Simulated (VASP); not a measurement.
HC64 (a cell with a defect), 65 atoms in the cell. The cell holds a defect, 65 atoms: a = 7.108 Å, b = 7.108 Å, c = 7.108 Å, α = 90.00°, β = 90.00°, γ = 90.00°. 

```yaml
Program: VASP 6.6.1
Task: single point
Functional: r2SCAN
Potentials_or_basis: VASP PAW PBE potentials, release 64 (C, H)
Cutoff: 580 eV
k_mesh: 1 × 1 × 1, shifted
Occupations: fermi-dirac, width 0.05 eV
Spin: no spin polarisation
Dipole_correction: no
Charge: 1
Further_INCAR_settings: LREAL = Auto; ALGO = Normal; EDIFF = 1e-06; NBANDS = 166; ISYM = 0; NELECT = 256.0
```

Potentials or basis: VASP PAW PBE potentials, release 64 (C, H).

Run with:

```sh
$ cat potpaw_PBE.64/C/POTCAR potpaw_PBE.64/H/POTCAR > POTCAR
$ cp INCAR.step1 INCAR
$ mpirun -np 1 vasp_std > vasp.out
$ cp INCAR.step2 INCAR
$ mpirun -np 1 vasp_std > vasp.out
```

Hardware: 1 thread of Intel Xeon 8259CL (shared host).

**Question.** How long does it take, and how much memory?

**Answer.** Wall time 58 min on 1 thread of Intel Xeon 8259CL, with other jobs on the host, peak memory 0.58 GiB. Counts: k points 4.
